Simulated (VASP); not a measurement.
Input of a VASP 6.6.1 run:

File INCAR:

```
SYSTEM = HfN
PREC = Accurate ; ENCUT = 520
EDIFF = 1E-7 ; ISMEAR = -1
SIGMA = 0.03 ; LREAL = .False.
LASPH = .True. ; NELM = 100
ALGO = Normal ; ISIF = 2
LWAVE = .False. ; LCHARG = .False.
GGA = PE ; NBANDS = 14
```

The input KPOINTS:

```
Automatic mesh
0
Gamma
  10 10 10
  0 0 0
```

File POSCAR:

```
HfN
1.0
    0.0000000000      2.2284692304      2.2284692304
    2.2284692304      0.0000000000      2.2284692304
    2.2284692304      2.2284692304      0.0000000000
Hf N
1 1
Direct
    0.0000000000      0.0000000000      0.0000000000
    0.5000000000      0.5000000000      0.5000000000
```

Potentials or basis: VASP PAW PBE potentials, release 64 (Hf_pv, N).

Run with:

```sh
$ cat potpaw_PBE.64/Hf_pv/POTCAR potpaw_PBE.64/N/POTCAR > POTCAR
$ mpirun -np 1 vasp_std > vasp.out
```

Problem. Predict the pressure.

Solution. 15.7 GPa.
